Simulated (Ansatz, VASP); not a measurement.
# One calculation of TiCo, two programs

INCAR

```
PREC = Accurate
ENCUT = 600
EDIFF = 1E-6
ISMEAR = 0
SIGMA = 0.1
LREAL = False
LASPH = True
NELM = 120
ALGO = Normal
ISIF = 2
LWAVE = False
LCHARG = False
GGA = PE
NBANDS = 18
GGA_COMPAT = False
```

The input KPOINTS:

```
Automatic mesh
0
Gamma
  6 6 6
```

File POSCAR:

```
TiCo
1.0
    2.9861109900      0.0000000000      0.0000000000
    0.0000000000      2.9861109900      0.0000000000
    0.0000000000      0.0000000000      2.9861109900
Ti Co
1 1
Direct
    0.0000000000      0.0000000000      0.0000000000
    0.5000000000      0.5000000000      0.5000000000
```

Input for Ansatz:

```yaml
crystal:
  lattice:
    - [2.98611099, 0.0, 0.0]
    - [0.0, 2.98611099, 0.0]
    - [0.0, 0.0, 2.98611099]
  atoms:
    - { symbol: Ti, position: [0.0, 0.0, 0.0] }
    - { symbol: Co, position: [0.5, 0.5, 0.5] }
basis:
  ecutwfc: 420
kpoints:
  mp_grid: { grid: [6, 6, 6] }
hamiltonian:
  xc: pbe
scf:
  occupations: { method: gaussian, width: 0.1 }
  max_iter: 40
output:
  forces: true
  stress: true
  eigenvalues: true
```

Alike in both runs: task single point; functional PBE; k mesh 6 × 6 × 6; occupations gaussian, width 0.1 eV; no spin polarisation.

```csv
,VASP,Ansatz
version,VASP 6.6.1,Ansatz 0.2.0
potentials or method,"VASP PAW PBE potentials, release 64 (Ti_sv, Co), cutoff 600 eV","scalar-relativistic, plane waves, PAW"
valence electrons in the cell,21,29
```

|  | VASP | Ansatz | Ansatz less VASP |
| --- | --- | --- | --- |
| gap on the k mesh at the Fermi level (eV) | none | none | - |
| pressure (GPa) | -2.7 | -2.3 | +0.35 |

A gap of «none» marks a metal or a gap that the smearing closes. The functional is the same, so the differences come from potentials, cutoffs and numerics. VASP's potentials hold 21 valence electrons a cell and Ansatz's 29, so a difference there can come from the potentials and not from the codes.
